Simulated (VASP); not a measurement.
Cu, 1 atom in the cell. The structure is cubic, space group Fm-3m (No. 225). The conventional cell has a = 3.566 Å, b = 3.566 Å, c = 3.566 Å, α = 90.00°, β = 90.00°, γ = 90.00°. Within 3.3 Å of Cu (site symmetry m-3m) lie 12 Cu at 2.52 Å. 

| Item | Value |
| --- | --- |
| Program | VASP 6.6.1 |
| Task | single point |
| Functional | revPBE |
| Potentials or basis | VASP PAW PBE potentials, release 64 (Cu) |
| Cutoff | 520 eV |
| k mesh | 13 × 13 × 13 |
| Occupations | fermi-dirac, width 0.05 eV |
| Spin | no spin polarisation |
| Dipole correction | no |
| Further INCAR settings | ALGO = Fast; EDIFF = 1e-06; NBANDS = 12 |

Potentials or basis: VASP PAW PBE potentials, release 64 (Cu).

The run is started by

```bash
$ cat potpaw_PBE.64/Cu/POTCAR > POTCAR
$ mpirun -np 1 vasp_std > vasp.out
```

Hardware: 1 thread of Intel(R) Xeon(R) 6975P-C (Granite Rapids) (shared host).

Question: How long does it take, and how much memory?

Answer: Run time: 6.9 s on 1 thread of Intel(R) Xeon(R) 6975P-C (Granite Rapids), on a shared host, peak memory 0.12 GiB. Counts: scf iterations 13, k points 84.
